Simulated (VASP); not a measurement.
# Hf3S5 (C2/m) in VASP: single point with PBE

Aim: the single point of Hf3S5 with PBE.

Everything below comes from runs of VASP 6.6.1. Logs are shortened: lines on timing, memory, paths and dates and some standing lists are left out, and cuts for length are marked.

## (1) The cell of the first run

It takes space group C2/m (No. 12, monoclinic). Conventional cell: a = 11.378 Å, b = 5.129 Å, c = 7.986 Å, α = 90.00°, β = 134.26°, γ = 90.00°. Hf (site symmetry 2/m) has 6 S at 2.51 to 2.60 Å within 3.3 Å. Hf (site symmetry m) has 6 S at 2.51 to 2.60 Å within 3.3 Å. S (site symmetry m) has 4 Hf at 2.56 to 2.60 Å within 3.4 Å. Within 3.4 Å of S (site symmetry 2/m) lie 4 Hf at 2.56 Å. S (site symmetry m) has 3 Hf at 2.51 to 2.54 Å within 3.3 Å.

## (2) Single point, PBE (atoms taken out)

INCAR

```
PREC = Accurate
ENCUT = 520
EDIFF = 1E-6
ISMEAR = 0
SIGMA = 0.2
LREAL = False
LASPH = True
NELM = 80
ALGO = Normal
ISIF = 2
LWAVE = False
LCHARG = False
GGA = PE
NBANDS = 40
```

KPOINTS

```
regular mesh
0
Gamma
  4 4 3
```

POSCAR

```
Hf3S5
1.0
    5.6889223445     -2.5644941836     -0.0579150058
    5.6889223445      2.5644941836     -0.0579150058
   -5.7464798981      0.0000000000      5.7789870049
Hf S
3 5
Direct
    0.0000000000      0.0000000000      0.0000000000
    0.4050576339      0.4050576339      0.6052349781
    0.5949423661      0.5949423661      0.3947650219
    0.9028032305      0.9028032305      0.5982794658
    0.0971967695      0.0971967695      0.4017205342
    0.5000000000      0.5000000000      0.0000000000
    0.7000710634      0.7000710634      0.7930874561
    0.2999289366      0.2999289366      0.2069125439
```

Potentials or basis: VASP PAW PBE potentials, release 64 (Hf_pv, S).

Command:

```console
cat potpaw_PBE.64/Hf_pv/POTCAR potpaw_PBE.64/S/POTCAR > POTCAR
mpirun -np 1 vasp_std > vasp.out
```

OUTCAR:

```text
PREC = Accurate
   ENCUT = 520
   EDIFF = 1E-6
   ISMEAR = 0
   LREAL = False
   LASPH = True
   NELM = 80
   ISIF = 2
   GGA = PE

 ion  position               nearest neighbor table
   1  0.000  0.000  0.000-   7 2.51   8 2.51   6 2.56   6 2.56   4 2.60   5 2.60   2 3.63   3 3.63
                             2 3.63   3 3.63   2 3.63   3 3.63
   2  0.405  0.405  0.605-   7 2.51   8 2.54   6 2.56   4 2.56   4 2.56   5 2.60   3 3.59   1 3.63
                             1 3.63   1 3.63   3 3.65   3 3.65
   3  0.595  0.595  0.395-   8 2.51   7 2.54   6 2.56   5 2.56   5 2.56   4 2.60   2 3.59   1 3.63
                             1 3.63   1 3.63   2 3.65   2 3.65
   4  0.903  0.903  0.598-   2 2.56   2 2.56   3 2.60   1 2.60
   5  0.097  0.097  0.402-   3 2.56   3 2.56   2 2.60   1 2.60
   6  0.500  0.500  0.000-   2 2.56   3 2.56   1 2.56   1 2.56
   7  0.700  0.700  0.793-   2 2.51   1 2.51   3 2.54
   8  0.300  0.300  0.207-   3 2.51   1 2.51   2 2.54

  Warning from LATTYP: Got some problem with cell dimensions!
  Tried to take original basis but could not verify dimensions!
  LATTYP: Found a base centered monoclinic cell.
 ALAT       =    11.3784342666
 B/A-ratio  =     0.4507639845
 C/A-ratio  =     0.7018948650
 COS(beta)  =    -0.6978586360

  Lattice vectors:

 A1 = (  -5.6889223445,   2.5644941836,   0.0579150058)
 A2 = (  -5.6889223445,  -2.5644941836,   0.0579150058)
 A3 = (   5.6313647909,   0.0000000000,   5.6631569933)

Analysis of symmetry for initial positions (statically):
=====================================================================
 Subroutine PRICEL returns:
 Original cell was already a primitive cell.

 Routine SETGRP: Setting up the symmetry group for a
 base centered monoclinic supercell.

 Subroutine GETGRP returns: Found  4 space group operations
 (whereof  4 operations were pure point group operations)
 out of a pool of  4 trial point group operations.

The static configuration has the point symmetry C_2h.

Analysis of symmetry for dynamics (positions and initial velocities):
=====================================================================
 Subroutine PRICEL returns:
 Original cell was already a primitive cell.

 Routine SETGRP: Setting up the symmetry group for a
 base centered monoclinic supercell.

 Subroutine GETGRP returns: Found  4 space group operations
 (whereof  4 operations were pure point group operations)
 out of a pool of  4 trial point group operations.

The dynamic configuration has the point symmetry C_2h.

 Subroutine INISYM returns: Found  4 space group operations
 (whereof  4 operations are pure point group operations),
 and found     1 'primitive' translations

----------------------------------------------------------------------------------------

                                     Primitive cell

  volume of cell :     166.9147

  direct lattice vectors                    reciprocal lattice vectors
     5.688922344 -2.564494184 -0.057915006     0.088788923 -0.194970222  0.088289480
     5.688922344  2.564494184 -0.057915006     0.088788923  0.194970222  0.088289480
    -5.746479898  0.000000000  5.778987005     0.001779624  0.000000000  0.174810321

  length of vectors
     6.240498538  6.240498538  8.149768219     0.231715111  0.231715111  0.174819379

  position of ions in fractional coordinates (direct lattice)
     0.000000000  0.000000000  0.000000000
     0.405057634  0.405057634  0.605234978
     0.594942366  0.594942366  0.394765022
     0.902803230  0.902803230  0.598279466
     0.097196770  0.097196770  0.401720534
     0.500000000  0.500000000  0.000000000
     0.700071063  0.700071063  0.793087456
     0.299928937  0.299928937  0.206912544

  ion indices of the primitive-cell ions
   primitive index   ion index
                 1           1
                 2           2
                 3           3
                 4           4
                 5           5
                 6           6
                 7           7
                 8           8

----------------------------------------------------------------------------------------

 KPOINTS: regular mesh

Automatic generation of k-mesh.
 Grid dimensions read from file:
 generate k-points for:    4    4    3

 Generating k-lattice:

  Cartesian coordinates                     Fractional coordinates (reciprocal lattice)
     0.022197231 -0.048742555  0.022072370     0.250000000 -0.000000000  0.000000000
     0.022197231  0.048742555  0.022072370    -0.000000000  0.250000000  0.000000000
     0.000593208  0.000000000  0.058270107     0.000000000  0.000000000  0.333333333

  Length of vectors
     0.057928778  0.057928778  0.058273126

  Shift w.r.t. Gamma in fractional coordinates (k-lattice)
     0.000000000  0.000000000  0.000000000

 Subroutine IBZKPT returns following result:
 ===========================================

 Found     17 irreducible k-points:

 Following reciprocal coordinates:
            Coordinates               Weight
  0.000000  0.000000  0.000000      1.000000
  0.250000 -0.000000  0.000000      4.000000
  0.500000 -0.000000  0.000000      2.000000
  0.250000  0.250000  0.000000      2.000000
  0.500000  0.250000 -0.000000      4.000000
 -0.250000  0.250000  0.000000      2.000000
[... 9 lines left out ...]
 -0.250000  0.500000  0.333333      4.000000
 -0.250000 -0.250000  0.333333      2.000000
   k-points           NKPTS =     17   k-points in BZ     NKDIM =     17   number of bands    NBANDS=     40
   number of dos      NEDOS =    301   number of ions     NIONS =      8
   total plane-waves  NPLWV = 147456
   dimension x,y,z NGX =    48 NGY =   48 NGZ =   64
   dimension x,y,z NGXF=    96 NGYF=   96 NGZF=  128
   ions per type =               3   5
   NGX,Y,Z   is equivalent  to a cutoff of  12.79, 12.79, 13.06 a.u.
   NGXF,Y,Z  is equivalent  to a cutoff of  25.57, 25.57, 26.11 a.u.
 SYSTEM =  unknown system
   PREC   = accura    normal or accurate (medium, high low for compatibility)
   ISTART =      0    job   : 0-new  1-cont  2-samecut
   ICHARG =      2    charge: 1-file 2-atom 10-const
   ISPIN  =      1    spin polarized calculation?
   LNONCOLLINEAR =      F non collinear calculations
   LSORBIT =      F    spin-orbit coupling
   LASPH  =      T    aspherical Exc in radial PAW
   ENCUT  =  520.0 eV  38.22 Ry    6.18 a.u.  11.60 11.60 15.15*2*pi/ulx,y,z
   NELM   =     80;   NELMIN=  2; NELMDL= -5     # of ELM steps
   EDIFF  = 0.1E-05   stopping-criterion for ELM
   LREAL  =      F    real-space projection
[... 7 lines left out ...]
   TEBEG  =    0.0;   TEEND  =   0.0 temperature during run
   PSTRESS=    0.0 pullay stress
   NELECT =      60.0000    total number of electrons
   NUPDOWN=      -1.0000    fix difference up-down
   EMIN   =  10.00;   EMAX   =-10.00  energy-range for DOS
   EFERMI =   0.00;   METHOD = LEGACY
   ISMEAR =     0;   SIGMA  =   0.20  broadening in eV -4-tet -1-fermi 0-gaus
   EFERMI_NEDOS =   21; number of points for ismear=-14 and -15
   IALGO  =     38    algorithm
   IMIX   =      4    mixing-type and parameters
     AMIX     =   0.40;   BMIX     =  1.00
     AMIX_MAG =   1.60;   BMIX_MAG =  1.00
  volume/ion in A,a.u.               =      20.86       140.80
  Fermi-wavevector in a.u.,A,eV,Ry     =   1.164020  2.199678 18.435106  1.354942
  Thomas-Fermi vector in A             =   2.300563
   LORBIT       =      0    0 simple, 1 ext, 2 COOP (PROOUT), +10 PAW based schemes
   GGA     = PE    functional components
   LHFCALC =     F    Hartree Fock is set to
   AEXX    =    0.0000 exact exchange contribution
   IVDW    =     0    specifies the selected vdW correction
   LEPSILON=     F    determine dielectric tensor
   LRPA    =     F    only Hartree local field effects (RPA)
 non-spin polarized calculation
 Gauss-broadening in eV      SIGMA  =   0.20
  energy-cutoff  :      520.00
  volume of cell :      166.91
 maximum number of plane-waves:      4510
 NGX is ok and might be reduce to    48
   NGX = 23   NGY = 23   NGZ = 31

 number of electron      59.9999999 magnetization

 Free energy of the ion-electron system (eV)
  ---------------------------------------------------
  ext. energy  EPLUGINS =         0.00000000
  ---------------------------------------------------
  free energy    TOTEN  =       -62.43172267 eV

  energy without entropy =      -62.37125303  energy(sigma->0) =      -62.40148785

 E-fermi :   5.3783     XC(G=0): -10.1328

 val. band max:        5.3480676039   @ k =  -0.2500   0.0000   0.3333
 cond. band min:       5.5840986367   @ k =   0.5000   0.5000   0.3333
 fundamental gap:      0.2360310328
 Fermi energy:         5.3782527533

 k-point     1 :       0.0000    0.0000    0.0000
  band No.  band energies     occupation
      1     -26.5661      2.00000
      2     -26.5568      2.00000
      3     -26.5383      2.00000
      4     -26.5367      2.00000
      5     -26.4801      2.00000
      6     -26.4533      2.00000
[... 32 lines left out ...]
     39       7.8402      0.00000
     40       7.9396      0.00000

 k-point     2 :       0.2500   -0.0000    0.0000
  band No.  band energies     occupation
      1     -26.5847      2.00000
      2     -26.5650      2.00000
      3     -26.5452      2.00000
      4     -26.5123      2.00000
      5     -26.4873      2.00000
      6     -26.4584      2.00000
[... 32 lines left out ...]
     39       8.3148      0.00000
     40       8.6165      0.00000

 k-point     3 :       0.5000   -0.0000    0.0000
  band No.  band energies     occupation
      1     -26.5942      2.00000
      2     -26.5720      2.00000
      3     -26.5545      2.00000
      4     -26.4982      2.00000
      5     -26.4816      2.00000
      6     -26.4670      2.00000
[... 552 lines left out ...]
  band No.  band energies     occupation
      1     -26.5878      2.00000
      2     -26.5546      2.00000
      3     -26.5419      2.00000
      4     -26.5049      2.00000
      5     -26.4932      2.00000
      6     -26.4836      2.00000
[... 32 lines left out ...]
     39       8.5785      0.00000
     40       8.8861      0.00000

 k-point    17 :      -0.2500   -0.2500    0.3333
  band No.  band energies     occupation
      1     -26.5700      2.00000
      2     -26.5585      2.00000
      3     -26.5334      2.00000
      4     -26.5203      2.00000
      5     -26.4953      2.00000
      6     -26.4539      2.00000
[... 32 lines left out ...]
     39       7.9566      0.00000
     40       8.0441      0.00000

------------------------ aborting loop because EDIFF is reached ----------------------------------------

  FORCE on cell =-STRESS in cart. coord.  units (eV):
  Direction    XX          YY          ZZ          XY          YZ          ZX
  --------------------------------------------------------------------------------------
  -------------------------------------------------------------------------------------
  Total       -0.9309191     -0.7624312     -0.7758939      0.0000000      0.0000000     -0.1432169
  in kB       -8.9356853     -7.3184077     -7.4476326      0.0000000      0.0000000     -1.3747072
  external PRESSURE =      -7.9005752 kB  Pullay stress =       0.0000000 kB

 VOLUME and BASIS-vectors are now :
 -----------------------------------------------------------------------------
  energy-cutoff  :      520.00
  volume of cell :      166.91
      direct lattice vectors                 reciprocal lattice vectors
     5.688922344 -2.564494184 -0.057915006     0.088788923 -0.194970222  0.088289480
     5.688922344  2.564494184 -0.057915006     0.088788923  0.194970222  0.088289480
    -5.746479898  0.000000000  5.778987005     0.001779624  0.000000000  0.174810321

 POSITION                                       TOTAL-FORCE (eV/Angst)
 -----------------------------------------------------------------------------------
      0.00000      0.00000      0.00000        -0.000000      0.000000      0.000000
      1.13071      0.00000      3.45073         0.043850      0.000000      0.061613
      4.50065      0.00000      2.21243        -0.043850      0.000000     -0.061613
      6.83395      0.00000      3.35288        -0.057531      0.000000      0.013338
     -1.20259      0.00000      2.31028         0.057531      0.000000     -0.013338
      5.68892      0.00000     -0.05792        -0.000000      0.000000      0.000000
      3.40784      0.00000      4.50215        -0.039186      0.000000     -0.024675
      2.22353      0.00000      1.16100         0.039186      0.000000      0.024675
 -----------------------------------------------------------------------------------
    total drift:                                0.000000     -0.000000      0.000000

  FREE ENERGIE OF THE ION-ELECTRON SYSTEM (eV)
  ---------------------------------------------------
  free  energy   TOTEN  =       -62.4317226702 eV

  energy  without entropy=      -62.3712530324  energy(sigma->0) =      -62.40148785
```

Wall time 1.9 min (1 thread of Intel Xeon 6975P-C (Granite Rapids), shared host); peak memory 0.4 GiB.

Results:

| Property | Result |
| --- | --- |
| Free energy | -62.4317 eV |
| Pressure | -0.8 GPa |
| Largest force | 0.076 eV/Å |
| Band gap on the k mesh | zero (bands 30 and 31 overlap by 1.64 eV) |

Forces in eV/Å, atoms in the order of the input:
```
Hf   0.000  0.000  0.000
Hf   0.044  0.000  0.062
Hf  -0.044  0.000 -0.062
S   -0.058  0.000  0.013
S    0.058  0.000 -0.013
S    0.000  0.000  0.000
S   -0.039  0.000 -0.025
S    0.039  0.000  0.025
```

Caveat: the k points lie up to 0.37 Å⁻¹ apart, too coarse for converged energies and pressures of a metal; the cell differs from its parent crystal (atoms taken out); spin-orbit coupling is left out, which moves the levels of the heavy elements.

The gap in the log of VASP goes by the Fermi energy; the results here count the filled bands.